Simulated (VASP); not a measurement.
# HfO2 in VASP: single point with PBE

Aim: the single point of HfO2 with PBE.

All numbers are computed with VASP 6.6.1; they aren't measurements. Logs are shortened: lines on timing, memory, paths and dates and some standing lists are left out, and cuts for length are marked.

## (1) The cell of the first run

The typed cell holds 6 atoms: a = 3.604 Å, b = 3.605 Å, c = 6.243 Å, α = 73.21°, β = 73.23°, γ = 60.00°.

## (2) Single point, PBE

The input, INCAR:

```
SYSTEM = HfO2
  ALGO = Normal
  EDIFF = 1E-6
  ENCUT = 520
  GGA = PE
  ISIF = 2
  ISMEAR = 0
  LASPH = .TRUE.
  LCHARG = .FALSE.
  LREAL = .FALSE.
  LWAVE = .FALSE.
  NBANDS = 31
  NELM = 100
  PREC = Accurate
  SIGMA = 0.1
```

The input, KPOINTS:

```
k-points
0
G
  6 6 6
  0 0 0
```

The input, POSCAR:

```
HfO2
1.0
   -0.0003856654     -2.5485781627     -2.5484381279
   -2.5491010149      0.0002842233     -2.5491106506
    2.5477672490      2.5492613785     -5.0971895498
Hf O
2 4
Direct
    0.0000070133     -0.0000490973      0.0000047518
    0.4999916178      0.5000186257      0.5000021941
    0.8749589898      0.8750405096      0.3750036178
    0.3749524558      0.3750477037      0.8750066726
    0.6250420418      0.6249770242      0.1249919236
    0.1250478816      0.1249652342      0.6249908402
```

Potentials or basis: VASP PAW PBE potentials, release 64 (Hf_pv, O).

Command:

```sh
cat potpaw_PBE.64/Hf_pv/POTCAR potpaw_PBE.64/O/POTCAR > POTCAR
mpirun -np 1 vasp_std > vasp.out
```

OUTCAR:

```text
SYSTEM = HfO2
   EDIFF = 1E-6
   ENCUT = 520
   GGA = PE
   ISIF = 2
   ISMEAR = 0
   LASPH = .TRUE.
   LREAL = .FALSE.
   NELM = 100
   PREC = Accurate

 ion  position               nearest neighbor table
   1  0.000  1.000  0.000-   5 2.21   4 2.21   3 2.21   5 2.21   6 2.21   4 2.21   4 2.21   5 2.21
                             2 3.60   2 3.60   2 3.60   2 3.60   2 3.60   2 3.60
   2  0.500  0.500  0.500-   3 2.21   6 2.21   4 2.21   5 2.21   3 2.21   6 2.21   6 2.21   3 2.21
                             1 3.60   1 3.60   1 3.60   1 3.60   1 3.60   1 3.60
   3  0.875  0.875  0.375-   2 2.21   1 2.21   2 2.21   2 2.21
   4  0.375  0.375  0.875-   1 2.21   2 2.21   1 2.21   1 2.21
   5  0.625  0.625  0.125-   1 2.21   1 2.21   2 2.21   1 2.21
   6  0.125  0.125  0.625-   2 2.21   1 2.21   2 2.21   2 2.21

  LATTYP: Found a triclinic cell.
 ALAT       =     6.2425150305
 B/A-ratio  =     0.5773530039
 C/A-ratio  =     1.1549272618
 COS(alpha) =     0.0000531260
 COS(beta)  =     0.2888845737
 COS(gamma) =     0.8659576950

  Lattice vectors:

 A1 = (  -2.5483296841,   5.0974405487,   2.5477656052)
 A2 = (   0.0003856654,   2.5485781627,   2.5484381279)
 A3 = (  -0.0009481005,   5.0981237645,  -5.0978620725)

Analysis of symmetry for initial positions (statically):
=====================================================================
 Subroutine PRICEL returns:
 Original cell was already a primitive cell.

 Routine SETGRP: Setting up the symmetry group for a
 triclinic supercell.

 Subroutine GETGRP returns: Found  1 space group operations
 (whereof  1 operations were pure point group operations)
 out of a pool of  2 trial point group operations.

The static configuration has the point symmetry C_1 .

Analysis of symmetry for dynamics (positions and initial velocities):
=====================================================================
 Subroutine PRICEL returns:
 Original cell was already a primitive cell.

 Routine SETGRP: Setting up the symmetry group for a
 triclinic supercell.

 Subroutine GETGRP returns: Found  1 space group operations
 (whereof  1 operations were pure point group operations)
 out of a pool of  2 trial point group operations.

The dynamic configuration has the point symmetry C_1 .

 Subroutine INISYM returns: Found  1 space group operations
 (whereof  1 operations are pure point group operations),
 and found     1 'primitive' translations

----------------------------------------------------------------------------------------

                                     Primitive cell

  volume of cell :      66.2261

  direct lattice vectors                    reciprocal lattice vectors
    -0.000385665 -2.548578163 -2.548438128     0.098101846 -0.294261597 -0.098134285
    -2.549101015  0.000284223 -2.549110651    -0.294252978  0.098070022 -0.098030881
     2.547767249  2.549261378 -5.097189550     0.098108361  0.098076819 -0.098097055

  length of vectors
     3.604134805  3.604980052  6.242691153     0.325337052  0.325288484  0.169903929

  position of ions in fractional coordinates (direct lattice)
     0.000007013  0.999950903  0.000004752
     0.499991618  0.500018626  0.500002194
     0.874958990  0.875040510  0.375003618
     0.374952456  0.375047704  0.875006673
     0.625042042  0.624977024  0.124991924
     0.125047882  0.124965234  0.624990840

  ion indices of the primitive-cell ions
   primitive index   ion index
                 1           1
                 2           2
                 3           3
                 4           4
                 5           5
                 6           6

----------------------------------------------------------------------------------------

 KPOINTS: k-points

Automatic generation of k-mesh.
 Grid dimensions read from file:
 generate k-points for:    6    6    6

 Generating k-lattice:

  Cartesian coordinates                     Fractional coordinates (reciprocal lattice)
     0.016350308 -0.049043599 -0.016355714     0.166666667 -0.000000000  0.000000000
    -0.049042163  0.016345004 -0.016338480    -0.000000000  0.166666667 -0.000000000
     0.016351394  0.016346136 -0.016349509     0.000000000  0.000000000  0.166666667

  Length of vectors
     0.054222842  0.054214747  0.028317322

  Shift w.r.t. Gamma in fractional coordinates (k-lattice)
     0.000000000  0.000000000  0.000000000

 Subroutine IBZKPT returns following result:
 ===========================================

 Found    112 irreducible k-points:

 Following reciprocal coordinates:
            Coordinates               Weight
  0.000000  0.000000  0.000000      1.000000
  0.166667 -0.000000  0.000000      2.000000
  0.333333  0.000000  0.000000      2.000000
  0.500000  0.000000  0.000000      1.000000
 -0.000000  0.166667 -0.000000      2.000000
  0.166667  0.166667 -0.000000      2.000000
[... 16 lines left out ...]
  0.333333 -0.000000  0.166667      2.000000
  0.500000 -0.000000  0.166667      2.000000
 [... further k-points ...]
   k-points           NKPTS =    112   k-points in BZ     NKDIM =    112   number of bands    NBANDS=     31
   number of dos      NEDOS =    301   number of ions     NIONS =      6
   total plane-waves  NPLWV =  37632
   dimension x,y,z NGX =    28 NGY =   28 NGZ =   48
   dimension x,y,z NGXF=    56 NGYF=   56 NGZF=   96
   ions per type =               2   4
   NGX,Y,Z   is equivalent  to a cutoff of  12.92, 12.91, 12.78 a.u.
   NGXF,Y,Z  is equivalent  to a cutoff of  25.83, 25.82, 25.57 a.u.
 SYSTEM =  HfO2
   PREC   = accura    normal or accurate (medium, high low for compatibility)
   ISTART =      0    job   : 0-new  1-cont  2-samecut
   ICHARG =      2    charge: 1-file 2-atom 10-const
   ISPIN  =      1    spin polarized calculation?
   LNONCOLLINEAR =      F non collinear calculations
   LSORBIT =      F    spin-orbit coupling
   LASPH  =      T    aspherical Exc in radial PAW
   ENCUT  =  520.0 eV  38.22 Ry    6.18 a.u.   6.70  6.70 11.61*2*pi/ulx,y,z
   NELM   =    100;   NELMIN=  2; NELMDL= -5     # of ELM steps
   EDIFF  = 0.1E-05   stopping-criterion for ELM
   LREAL  =      F    real-space projection
   EDIFFG = 0.1E-04   stopping-criterion for IOM
   NSW    =      0    number of steps for IOM
   IBRION =     -1    ionic relax: 0-MD 1-quasi-New 2-CG
   NFREE  =      0    steps in history (QN), initial steepest desc. (CG)
   ISIF   =      2    stress and relaxation
   ISYM   =      2    0-nonsym 1-usesym 2-fastsym
   POTIM  = 0.5000    time-step for ionic-motion
   TEBEG  =    0.0;   TEEND  =   0.0 temperature during run
   PSTRESS=    0.0 pullay stress
   NELECT =      44.0000    total number of electrons
   NUPDOWN=      -1.0000    fix difference up-down
   EMIN   =  10.00;   EMAX   =-10.00  energy-range for DOS
   EFERMI =   0.00;   METHOD = LEGACY
   ISMEAR =     0;   SIGMA  =   0.10  broadening in eV -4-tet -1-fermi 0-gaus
   EFERMI_NEDOS =   21; number of points for ismear=-14 and -15
   IALGO  =     38    algorithm
   IMIX   =      4    mixing-type and parameters
     AMIX     =   0.40;   BMIX     =  1.00
     AMIX_MAG =   1.60;   BMIX_MAG =  1.00
  volume/ion in A,a.u.               =      11.04        74.49
  Fermi-wavevector in a.u.,A,eV,Ry     =   1.428508  2.699489 27.764530  2.040635
  Thomas-Fermi vector in A             =   2.548562
   LORBIT       =      0    0 simple, 1 ext, 2 COOP (PROOUT), +10 PAW based schemes
   GGA     = PE    functional components
   LHFCALC =     F    Hartree Fock is set to
   AEXX    =    0.0000 exact exchange contribution
   IVDW    =     0    specifies the selected vdW correction
   LEPSILON=     F    determine dielectric tensor
   LRPA    =     F    only Hartree local field effects (RPA)
 non-spin polarized calculation
 Gauss-broadening in eV      SIGMA  =   0.10
  energy-cutoff  :      520.00
  volume of cell :       66.23
 maximum number of plane-waves:      1807
   NGX = 13   NGY = 13   NGZ = 23

 number of electron      43.9999999 magnetization

 Free energy of the ion-electron system (eV)
  ---------------------------------------------------
  ext. energy  EPLUGINS =         0.00000000
  ---------------------------------------------------
  free energy    TOTEN  =       -60.48677210 eV

  energy without entropy =      -60.48677210  energy(sigma->0) =      -60.48677210

 E-fermi :   4.5769     XC(G=0): -11.7521

 val. band max:        4.1415960478   @ k =  -0.0000   0.5000   0.5000
 cond. band min:       7.8989497674   @ k =  -0.0000   0.5000   0.5000
 fundamental gap:      3.7573537196
 Fermi energy:         4.5769151459

 k-point     1 :       0.0000    0.0000    0.0000
  band No.  band energies     occupation
      1     -26.0209      2.00000
      2     -25.6672      2.00000
      3     -25.6672      2.00000
      4     -25.6210      2.00000
      5     -25.6209      2.00000
      6     -25.6208      2.00000
[... 23 lines left out ...]
     30      13.3466      0.00000
     31      13.3497      0.00000

 k-point     2 :       0.1667   -0.0000    0.0000
  band No.  band energies     occupation
      1     -25.9831      2.00000
      2     -25.7456      2.00000
      3     -25.7091      2.00000
      4     -25.6785      2.00000
      5     -25.6385      2.00000
      6     -25.6356      2.00000
[... 23 lines left out ...]
     30      13.0649      0.00000
     31      13.5157      0.00000

 k-point     3 :       0.3333    0.0000    0.0000
  band No.  band energies     occupation
      1     -25.9047      2.00000
      2     -25.8792      2.00000
      3     -25.8784      2.00000
      4     -25.6988      2.00000
      5     -25.6849      2.00000
      6     -25.6756      2.00000
[... 703 lines left out ...]
     30      12.4550      0.00000
     31      13.1858      0.00000

 k-point    24 :       0.5000   -0.0000    0.1667
  band No.  band energies     occupation
      1     -25.9900      2.00000
      2     -25.9823      2.00000
      3     -25.7703      2.00000
      4     -25.7327      2.00000
      5     -25.7184      2.00000
      6     -25.6844      2.00000
[... 23 lines left out ...]
     30      12.3564      0.00000
     31      12.4563      0.00000

 [... further k-points ...]

------------------------ aborting loop because EDIFF is reached ----------------------------------------

  FORCE on cell =-STRESS in cart. coord.  units (eV):
  Direction    XX          YY          ZZ          XY          YZ          ZX
  --------------------------------------------------------------------------------------
  -------------------------------------------------------------------------------------
  Total       -1.4903200     -1.5014102     -1.4913635      0.0010308      0.0049171     -0.0082689
  in kB      -36.0546324    -36.3229320    -36.0798781      0.0249383      0.1189569     -0.2000453
  external PRESSURE =     -36.1524808 kB  Pullay stress =       0.0000000 kB

 VOLUME and BASIS-vectors are now :
 -----------------------------------------------------------------------------
  energy-cutoff  :      520.00
  volume of cell :       66.23
      direct lattice vectors                 reciprocal lattice vectors
    -0.000385665 -2.548578163 -2.548438128     0.098101846 -0.294261597 -0.098134285
    -2.549101015  0.000284223 -2.549110651    -0.294252978  0.098070022 -0.098030881
     2.547767249  2.549261378 -5.097189550     0.098108361  0.098076819 -0.098097055

 POSITION                                       TOTAL-FORCE (eV/Angst)
 -----------------------------------------------------------------------------------
     -2.54896      0.00028     -2.54903        -0.000767     -0.000054     -0.000347
     -0.00090      0.00051     -5.09741         0.000143     -0.000084      0.000050
     -1.27548     -1.27367     -6.37182         0.000305     -0.000230      0.000031
      1.27313      1.27513     -6.37166         0.000450     -0.000475      0.000227
     -1.27492     -1.27415     -3.82312         0.000148      0.000369      0.000121
      1.27373      1.27461     -3.82292        -0.000279      0.000473     -0.000082
 -----------------------------------------------------------------------------------
    total drift:                                0.000000     -0.000005     -0.000000

  FREE ENERGIE OF THE ION-ELECTRON SYSTEM (eV)
  ---------------------------------------------------
  free  energy   TOTEN  =       -60.4867721049 eV

  energy  without entropy=      -60.4867721049  energy(sigma->0) =      -60.48677210
```

Run time: 5.2 min. Hardware: 1 thread of Intel Xeon 8259CL, shared host; peak memory 0.31 GiB.

What came out:

- Free energy: -60.4868 eV
- Pressure: -3.6 GPa
- Band gap on the k mesh: 3.76 eV

Caveat: the cell stands under tension; spin-orbit coupling is left out, which moves the levels of the heavy elements.
